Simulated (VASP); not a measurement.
# Zn (Im-3m) in VASP: further runs

The runs below take Zn through single point, with PBE.

Everything below comes from runs of VASP 6.6.1. Logs are shortened: lines on timing, memory, paths and dates and some standing lists are left out, and cuts for length are marked.

## 1. The cell of the first run

It takes space group Im-3m (No. 229, cubic). Conventional cell: a = 3.096 Å, b = 3.096 Å, c = 3.096 Å, α = 90.00°, β = 90.00°, γ = 90.00°. Zn (site symmetry m-3m) has 14 Zn at 2.68 to 3.10 Å within 3.5 Å.

This isn't the form of Zn at room conditions, which is hcp.

## 2. Single point, PBE (14.83 Å³/atom)

POSCAR

```
Zn
1.0
   -1.5478311978      1.5478311978      1.5478311978
    1.5478311978     -1.5478311978      1.5478311978
    1.5478311978      1.5478311978     -1.5478311978
Zn
1
Direct
    0.0000000000      0.0000000000      0.0000000000
```

INCAR.step1

```
SYSTEM = Zn
PREC = Accurate
ENCUT = 400
EDIFF = 1E-6
ISMEAR = 0
SIGMA = 0.1
LREAL = .False.
LASPH = .True.
NELM = 120
ALGO = Normal
ISIF = 2
LWAVE = .False.
LCHARG = .True.
GGA = PE
NBANDS = 12
GGA_COMPAT = .False.
NEDOS = 2001
LORBIT = 11
```

KPOINTS.step1

```
regular mesh
0
Gamma
  12 12 12
  0 0 0
```

INCAR.step2

```
SYSTEM = Zn
PREC = Accurate
ENCUT = 400
EDIFF = 1E-6
ISMEAR = -5
SIGMA = 0.1
LREAL = .False.
LASPH = .True.
NELM = 120
ALGO = Normal
ISIF = 2
LWAVE = .False.
LCHARG = .False.
GGA = PE
LORBIT = 11
NEDOS = 1001
ICHARG = 11
GGA_COMPAT = .False.
```

KPOINTS.step2

```
regular mesh
0
Gamma
  18 18 18
  0 0 0
```

Potentials or basis: VASP PAW PBE potentials, release 64 (Zn).

Launch:

```sh
cat potpaw_PBE.64/Zn/POTCAR > POTCAR
cp INCAR.step1 INCAR
cp KPOINTS.step1 KPOINTS
mpirun -np 1 vasp_std > vasp.out
cp INCAR.step2 INCAR
cp KPOINTS.step2 KPOINTS
mpirun -np 1 vasp_std > vasp.out
```

OUTCAR:

```text
SYSTEM = Zn
   PREC = Accurate
   ENCUT = 400
   EDIFF = 1E-6
   ISMEAR = -5
   LREAL = .False.
   LASPH = .True.
   NELM = 120
   ISIF = 2
   GGA = PE
   LORBIT = 11
   ICHARG = 11

 ion  position               nearest neighbor table
   1  0.000  0.000  0.000-

  LATTYP: Found a body centered cubic cell.
 ALAT       =     3.0956623956

  Lattice vectors:

 A1 = (  -1.5478311978,   1.5478311978,   1.5478311978)
 A2 = (   1.5478311978,  -1.5478311978,   1.5478311978)
 A3 = (   1.5478311978,   1.5478311978,  -1.5478311978)

Analysis of symmetry for initial positions (statically):
=====================================================================
 Subroutine PRICEL returns:
 Original cell was already a primitive cell.

 Routine SETGRP: Setting up the symmetry group for a
 body centered cubic supercell.

 Subroutine GETGRP returns: Found 48 space group operations
 (whereof 48 operations were pure point group operations)
 out of a pool of 48 trial point group operations.

The static configuration has the point symmetry O_h .

Analysis of symmetry for dynamics (positions and initial velocities):
=====================================================================
 Subroutine PRICEL returns:
 Original cell was already a primitive cell.

 Routine SETGRP: Setting up the symmetry group for a
 body centered cubic supercell.

 Subroutine GETGRP returns: Found 48 space group operations
 (whereof 48 operations were pure point group operations)
 out of a pool of 48 trial point group operations.

The dynamic configuration has the point symmetry O_h .

 Subroutine INISYM returns: Found 48 space group operations
 (whereof 48 operations are pure point group operations),
 and found     1 'primitive' translations

----------------------------------------------------------------------------------------

                                     Primitive cell

  volume of cell :      14.8331

  direct lattice vectors                    reciprocal lattice vectors
    -1.547831198  1.547831198  1.547831198     0.000000000  0.323032641  0.323032641
     1.547831198 -1.547831198  1.547831198     0.323032641  0.000000000  0.323032641
     1.547831198  1.547831198 -1.547831198     0.323032641  0.323032641  0.000000000

  length of vectors
     2.680922276  2.680922276  2.680922276     0.456837142  0.456837142  0.456837142

  position of ions in fractional coordinates (direct lattice)
[... 87 lines left out ...]
   POTIM  = 0.5000    time-step for ionic-motion
   TEBEG  =    0.0;   TEEND  =   0.0 temperature during run
   PSTRESS=    0.0 pullay stress
   NELECT =      12.0000    total number of electrons
   NUPDOWN=      -1.0000    fix difference up-down
   EMIN   =  10.00;   EMAX   =-10.00  energy-range for DOS
   EFERMI =   0.00;   METHOD = LEGACY
   ISMEAR =    -5;   SIGMA  =   0.10  broadening in eV -4-tet -1-fermi 0-gaus
   EFERMI_NEDOS =   21; number of points for ismear=-14 and -15
   IALGO  =     38    algorithm
   IMIX   =      4    mixing-type and parameters
     AMIX     =   0.40;   BMIX     =  1.00
     AMIX_MAG =   1.60;   BMIX_MAG =  1.00
  volume/ion in A,a.u.               =      14.83       100.10
  Fermi-wavevector in a.u.,A,eV,Ry     =   1.525428  2.882641 31.659804  2.326930
  Thomas-Fermi vector in A             =   2.633599
   LORBIT       =     11    0 simple, 1 ext, 2 COOP (PROOUT), +10 PAW based schemes
   GGA     = PE    functional components
   LHFCALC =     F    Hartree Fock is set to
   AEXX    =    0.0000 exact exchange contribution
   IVDW    =     0    specifies the selected vdW correction
   LEPSILON=     F    determine dielectric tensor
   LRPA    =     F    only Hartree local field effects (RPA)
 non-spin polarized calculation
 Fermi weights with tetrahedron method with Bloechl corrections
  energy-cutoff  :      400.00
  volume of cell :       14.83
 maximum number of plane-waves:       277
 NGX is ok and might be reduce to    18

 number of electron      11.9999975 magnetization

 Free energy of the ion-electron system (eV)
  ---------------------------------------------------
  ext. energy  EPLUGINS =         0.00000000
  ---------------------------------------------------
  free energy    TOTEN  =        -1.01822236 eV

  energy without entropy =       -1.01822236  energy(sigma->0) =       -1.01822236

 E-fermi :   3.5019     XC(G=0): -11.6988

 val. band max:        3.7136136241   @ k =  -0.3889  -0.3889   0.1111
 cond. band min:       3.2525562145   @ k =   0.3889   0.2222   0.0000
 fundamental gap:     -0.4610574095
 Fermi energy:         3.5018775695

 k-point     1 :       0.0000    0.0000    0.0000
  band No.  band energies     occupation
      1      -7.2855      2.00000
      2      -4.4861      2.00000
      3      -4.4861      2.00000
      4      -4.4861      2.00000
      5      -3.9562      2.00000
      6      -3.9562      2.00000
      7      23.0298      0.00000
      8      23.0298      0.00000
      9      23.0408      0.00000
     10      24.4579      0.00000
[... 287 lines left out ...]
 k-point    24 :       0.3889    0.1111   -0.0000
  band No.  band energies     occupation
      1      -5.0850      2.00000
      2      -4.7729      2.00000
      3      -4.0119      2.00000
      4      -3.9808      2.00000
      5      -3.7336      2.00000
      6      -0.0344      2.00000
      7       3.9288      0.23874
      8      12.3752      0.00000
      9      15.4909      0.00000
     10      20.6782      0.00000

 [... further k-points ...]

------------------------ aborting loop because EDIFF is reached ----------------------------------------

  FORCE on cell =-STRESS in cart. coord.  units (eV):
  Direction    XX          YY          ZZ          XY          YZ          ZX
  --------------------------------------------------------------------------------------
  -------------------------------------------------------------------------------------
  Total        0.0559058      0.0559058      0.0559058      0.0000000     -0.0000000      0.0000000
  in kB        6.0386015      6.0386015      6.0386015      0.0000000     -0.0000000      0.0000000
  external PRESSURE =       6.0386015 kB  Pullay stress =       0.0000000 kB

 VOLUME and BASIS-vectors are now :
 -----------------------------------------------------------------------------
  energy-cutoff  :      400.00
  volume of cell :       14.83
      direct lattice vectors                 reciprocal lattice vectors
    -1.547831198  1.547831198  1.547831198     0.000000000  0.323032641  0.323032641
     1.547831198 -1.547831198  1.547831198     0.323032641  0.000000000  0.323032641
     1.547831198  1.547831198 -1.547831198     0.323032641  0.323032641  0.000000000

 POSITION                                       TOTAL-FORCE (eV/Angst)
 -----------------------------------------------------------------------------------
      0.00000      0.00000      0.00000        -0.000000     -0.000000     -0.000000
 -----------------------------------------------------------------------------------
    total drift:                               -0.000000     -0.000000      0.000000

  FREE ENERGIE OF THE ION-ELECTRON SYSTEM (eV)
  ---------------------------------------------------
  free  energy   TOTEN  =        -1.0182223593 eV

  energy  without entropy=       -1.0182223593  energy(sigma->0) =       -1.01822236

 total charge

# of ion       s       p       d       tot
------------------------------------------
    1        0.597   0.440   9.728  10.765
```

OSZICAR.step1:

```text
N       E                     dE             d eps       ncg     rms          rms(c)
DAV:   1     0.372434557844E+02    0.37243E+02   -0.54966E+03  1772   0.131E+03
DAV:   2    -0.176797895875E+00   -0.37420E+02   -0.34970E+02  1816   0.186E+02
DAV:   3    -0.111496158350E+01   -0.93816E+00   -0.93694E+00  2020   0.312E+01
DAV:   4    -0.111650299546E+01   -0.15414E-02   -0.15414E-02  1936   0.123E+00
DAV:   5    -0.111650417518E+01   -0.11797E-05   -0.11799E-05  1980   0.332E-02    0.301E+00
DAV:   6    -0.102016628646E+01    0.96338E-01   -0.50090E-01  1956   0.143E+01    0.227E+00
DAV:   7    -0.101450987087E+01    0.56564E-02   -0.91956E-03  1876   0.186E+00    0.114E+00
DAV:   8    -0.101198050968E+01    0.25294E-02   -0.11277E-03  2184   0.477E-01    0.368E-02
DAV:   9    -0.101198469728E+01   -0.41876E-05   -0.74390E-05  2384   0.123E-01    0.216E-02
DAV:  10    -0.101198446411E+01    0.23317E-06   -0.55149E-06  1856   0.389E-02
   1 F= -.10119845E+01 E0= -.10104484E+01  d E =-.307220E-02
```

It took 14 s on 1 thread of AMD EPYC 7R13 (Zen 3), shared host; peak memory 0.11 GiB.

What came out:

```
Valence electrons inside the program's atomic spheres : Zn 10.77
```

Caveat: tetrahedron occupations give inexact forces and stress in metals.

## 3. Single point, PBE (14.83 Å³/atom)

POSCAR

```
Zn
1.0
   -1.5478312000      1.5478312000      1.5478312000
    1.5478312000     -1.5478312000      1.5478312000
    1.5478312000      1.5478312000     -1.5478312000
Zn
1
Direct
    0.0000000000      0.0000000000      0.0000000000
```

INCAR.step1

```
ALGO = Normal
EDIFF = 1E-6
ENCUT = 400
GGA = PE
GGA_COMPAT = F
ISIF = 2
ISMEAR = 0
LASPH = T
LCHARG = T
LORBIT = 11
LREAL = F
LWAVE = F
NBANDS = 12
NEDOS = 2001
NELM = 120
PREC = Accurate
SIGMA = 0.1
```

KPOINTS.step1

```
k-points
0
Gamma
  12 12 12
```

INCAR.step2

```
ALGO = Normal
EDIFF = 1E-6
ENCUT = 400
GGA = PE
GGA_COMPAT = F
ICHARG = 11
ISIF = 2
ISMEAR = -5
LASPH = T
LCHARG = F
LORBIT = 11
LREAL = F
LWAVE = F
NEDOS = 2001
NELM = 120
PREC = Accurate
SIGMA = 0.1
```

KPOINTS.step2

```
k-points
0
Gamma
  18 18 18
```

Potentials or basis: VASP PAW PBE potentials, release 64 (Zn).

Launch:

```sh
cat potpaw_PBE.64/Zn/POTCAR > POTCAR
cp INCAR.step1 INCAR
cp KPOINTS.step1 KPOINTS
mpirun -np 1 vasp_std > vasp.out
cp INCAR.step2 INCAR
cp KPOINTS.step2 KPOINTS
mpirun -np 1 vasp_std > vasp.out
```

It took 12 s on 1 thread of AMD EPYC 9R45 (Zen 5), shared host; peak memory 0.11 GiB.

Results (log left out):

| Quantity | Value |
| --- | --- |
| Valence electrons inside the program's atomic spheres | Zn 10.77 |

Levels at points of the mesh, in eV from the Fermi level:
```tsv
k point	band 3	band 4	band 5	band 6	band 7	band 8	band 9	band 10
(0.00, 0.00, 0.00)	-7.99	-7.99	-7.46	-7.46	19.53	19.53	19.54	20.96
(0.50, 0.00, 0.00)	-7.48	-7.42	-7.10	-2.93	-1.04	11.50	12.83	15.49
(0.50, 0.50, 0.50)	-7.18	-7.18	-7.18	4.14	4.14	4.14	7.81	8.58
```

Caveat: tetrahedron occupations give inexact forces and stress in metals.
